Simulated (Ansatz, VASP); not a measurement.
LiH in VASP and in Ansatz

Contents of POSCAR:

```
LiH
1.0
    2.5152510574      0.0135923457      0.0135923457
    0.0135923457      2.5152510574      0.0135923457
    0.0135923457      0.0135923457      2.5152510574
Li H
1 1
Direct
    0.0000000000      0.0000000000      0.0000000000
    0.5000000000      0.5000000000      0.5000000000
```

INCAR.step1

```
PREC     = Accurate       # precision mode
ENCUT    = 520            # plane-wave cutoff, eV
ISMEAR   = 0              # smearing method
SIGMA    = 0.01           # smearing width, eV
LREAL    = False          # projectors in reciprocal space
LASPH    = True           # aspherical terms in the spheres
NELM     = 100            # most SCF steps
NBANDS   = 9              # bands
GGA      = PE             # functional
ALGO     = Normal         # electronic algorithm
EDIFF    = 1E-4           # SCF threshold, eV
LWAVE    = True           # write WAVECAR
LCHARG   = False          # write CHGCAR
```

Contents of INCAR.step2:

```
PREC     = Accurate       # precision mode
ENCUT    = 520            # plane-wave cutoff, eV
EDIFF    = 1E-6           # SCF threshold, eV
ISMEAR   = 0              # smearing method
SIGMA    = 0.01           # smearing width, eV
LREAL    = False          # projectors in reciprocal space
LASPH    = True           # aspherical terms in the spheres
NELM     = 100            # most SCF steps
ALGO     = Normal         # electronic algorithm
ISIF     = 2              # what is computed and relaxed
LWAVE    = False          # write WAVECAR
LCHARG   = False          # write CHGCAR
METAGGA  = R2SCAN         # meta-GGA
LMIXTAU  = True         
NBANDS   = 9              # bands
ISTART   = 1
```

The input KPOINTS:

```
Automatic mesh
0
Gamma
  10 10 10
```

Input for Ansatz:

```yaml
crystal:
  lattice:
    - [2.5152510574, 0.0135923457, 0.0135923457]
    - [0.0135923457, 2.5152510574, 0.0135923457]
    - [0.0135923457, 0.0135923457, 2.5152510574]
  atoms:
    - { symbol: Li, position: [0.0, 0.0, 0.0] }
    - { symbol: H, position: [0.5, 0.5, 0.5] }
kpoints:
  mp_grid: { grid: [10, 10, 10] }
  band_path:
    path:
      - [0.0, 0.0, 0.0]
      - [0.0, 0.5, 0.0]
      - [0.5, 0.5, 0.0]
      - [0.5, 0.5, 0.5]
      - [0.0, 0.0, 0.5]
    npoints: 1
hamiltonian:
  xc: r2scan
scf:
  occupations: { method: fixed }
  n_extra_bands: 4
output:
  forces: true
  stress: true
  eigenvalues: true
  write_density: true
  write_potential: true
  elf: true
  volumetric_format: npy
```

Change from the starting cell: shear_111 strain +1.6%.

Alike in both runs: task single point; functional r2SCAN; k mesh 10 × 10 × 10; no spin polarisation.

|  | VASP | Ansatz |
| --- | --- | --- |
| version | VASP 6.6.1 | Ansatz 0.2.0 |
| potentials or method | VASP PAW PBE potentials, release 64 (Li_sv, H) | plane waves, PAW |
| plane-wave cutoff (eV) | 520 | 500 |
| occupations | gaussian, width 0.01 eV | fixed |
| valence electrons in the cell | 4 | 4 |

VASP gave:

| Quantity | Value |
| --- | --- |
| gap on the k mesh at the Fermi level (eV) | 1.31 |

**Question.** Which values does Ansatz return?

**Answer.** gap on the k mesh at the Fermi level (eV): 1.14.

VASP's potentials were made for PBE, not for r2SCAN.

Noted on VASP's run: the cutoff is short for stress, so the pressure is rough.
